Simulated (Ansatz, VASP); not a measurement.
# Two plane-wave programs on Cu

```
Cu
1.0
     2.47952    0.00000    0.00000
    -1.23976    2.14733    0.00000
     0.00000    0.00000    4.09217
Cu
2
Direct
  0.33333 0.66667 0.25000
  0.66667 0.33333 0.75000
```

Alike in both runs: functional LDA; k mesh 15 × 15 × 8; no spin polarisation.

Ansatz relaxed the structure, and its values are those at the end. VASP's run is a single point on that final structure, the one shown.

```csv
,VASP,Ansatz
version,VASP 6.6.1,Ansatz 0.2.0
potentials or method,"VASP PAW LDA potentials, release 64 (Cu)","plane waves, PAW"
plane-wave cutoff (eV),520,420
occupations,"fermi-dirac, width 0.1 eV",fermi-dirac
valence electrons in the cell,22,38
```

```tsv
	VASP	Ansatz	Ansatz less VASP
pressure (GPa)	1.1	0.0	-1.10
```

LDA's correlation is that of Perdew and Zunger in VASP and of Perdew and Wang (1992) in Ansatz. VASP's potentials hold 22 valence electrons a cell and Ansatz's 38, so a difference there can come from the potentials and not from the codes. Ansatz's warnings: stress scf threshold loose.
